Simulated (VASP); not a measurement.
A run of VASP 6.6.1 is set up as follows.

The input POSCAR:

```
Sb
1.0
    0.0000000000      2.3712425216      2.3712425216
    2.3712425216      0.0000000000      2.3712425216
    2.3712425216      2.3712425216      0.0000000000
Sb
1
Direct
    0.0000000000      0.0000000000      0.0000000000
```

INCAR.step1

```
SYSTEM = Sb
PREC = Accurate ; ENCUT = 520
EDIFF = 1E-5 ; ISMEAR = -1
SIGMA = 0.05 ; LREAL = .FALSE.
LASPH = .TRUE. ; NELM = 150
ALGO = Normal ; ISIF = 2
LWAVE = .TRUE. ; LCHARG = .FALSE.
MAGMOM = 0 0 0 ; LORBIT = 11
LSORBIT = .TRUE. ; GGA_COMPAT = .FALSE.
LORBMOM = .TRUE. ; NBANDS = 16
GGA = PE
```

INCAR.step2

```
SYSTEM = Sb
PREC = Accurate ; ENCUT = 520
EDIFF = 1E-7 ; ISMEAR = -1
SIGMA = 0.05 ; LREAL = .FALSE.
LASPH = .TRUE. ; NELM = 150
ALGO = Normal ; ISIF = 2
LWAVE = .FALSE. ; LCHARG = .FALSE.
MAGMOM = 0 0 0 ; LORBIT = 11
LSORBIT = .TRUE. ; GGA_COMPAT = .FALSE.
LORBMOM = .TRUE. ; GGA = PE
LHFCALC = .TRUE. ; HFSCREEN = 0.2079
PRECFOCK = Normal ; NBANDS = 16
ISTART = 1
```

The input KPOINTS:

```
regular mesh
0
G
  4 4 4
  0 0 0
```

Potentials or basis: VASP PAW PBE potentials, release 64 (Sb).

Launch:

```bash
$ cat potpaw_PBE.64/Sb/POTCAR > POTCAR
$ cp INCAR.step1 INCAR
$ mpirun -np 1 vasp_ncl > vasp.out
$ cp INCAR.step2 INCAR
$ mpirun -np 1 vasp_ncl > vasp.out
```

(1) What does it give for the pressure?

(2) Predict the net moment.

## Answers

(1) -2.9 GPa.

(2) 0.00 μB per cell.

Caveat: the k points lie up to 0.57 Å⁻¹ apart; the PAW data sets were made with another functional, which shifts forces and pressure a little.
